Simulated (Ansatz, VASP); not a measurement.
## One calculation of Rh, two programs

The input INCAR:

```
PREC     = Accurate       # precision mode
ENCUT    = 600            # plane-wave cutoff, eV
EDIFF    = 1E-7           # SCF threshold, eV
ISMEAR   = 1              # smearing method
SIGMA    = 0.1            # smearing width, eV
LREAL    = False          # projectors in reciprocal space
LASPH    = True           # aspherical terms in the spheres
NELM     = 100            # most SCF steps
ALGO     = Normal         # electronic algorithm
ISIF     = 3              # what is computed and relaxed
LWAVE    = False          # write WAVECAR
LCHARG   = False          # write CHGCAR
GGA      = PS             # functional
IBRION   = 2              # ionic algorithm
NSW      = 80             # ionic steps
EDIFFG   = -0.02          # ionic threshold
```

KPOINTS

```
Automatic mesh
0
Gamma
  9 9 3
```

POSCAR

```
Rh
1.0
    2.6917450000      0.0000000000      0.0000000000
   -1.3458720000      2.3311190000      0.0000000000
    0.0000000000      0.0000000000      8.7980700000
Rh
4
Direct
    0.0000000000      0.0000000000      0.0000000000
    0.3333333333      0.6666666667      0.2500000000
    0.0000000000      0.0000000000      0.5000000000
    0.6666666667      0.3333333333      0.7500000000
```

Input for Ansatz:

```yaml
crystal:
  lattice:
    - [2.691745, 0.0, 0.0]
    - [-1.345872, 2.331119, 0.0]
    - [0.0, 0.0, 8.79807]
  atoms:
    - { symbol: Rh, position: [0.0, 0.0, 0.0] }
    - { symbol: Rh, position: [0.3333333333333333, 0.6666666666666666, 0.25] }
    - { symbol: Rh, position: [0.0, 0.0, 0.5] }
    - { symbol: Rh, position: [0.6666666666666666, 0.3333333333333333, 0.75] }
kpoints:
  mp_grid:
    grid: [9, 9, 3]
hamiltonian:
  xc: pbesol
  dispersion: none
scf:
  occupations:
    method: cold
    width: 0.1
relax:
  f_tol: 0.02
  cell: {}
```

Alike in both runs: task relaxation of cell and atoms; functional PBEsol; k mesh 9 × 9 × 3; no spin polarisation.

```csv
,VASP,Ansatz
version,VASP 6.6.1,Ansatz 0.2.0
potentials or method,"VASP PAW PBE potentials, release 64 (Rh_pv)","plane waves, PAW"
plane-wave cutoff (eV),600,420
occupations,"methfessel-paxton of order 1, width 0.1 eV","cold, width 0.1 eV"
valence electrons in the cell,60,68
```

|  | VASP | Ansatz | Ansatz less VASP |
| --- | --- | --- | --- |
| relaxed volume (Å³/atom) | 13.51 | 13.52 | +0.007 |
| relaxed cell length with the largest relative difference (Å) | 8.710 | 8.715 | +0.0046 |

VASP's potentials were made for PBE, not for PBEsol. VASP's potentials hold 60 valence electrons a cell and Ansatz's 68, so a difference there can come from the potentials and not from the codes.
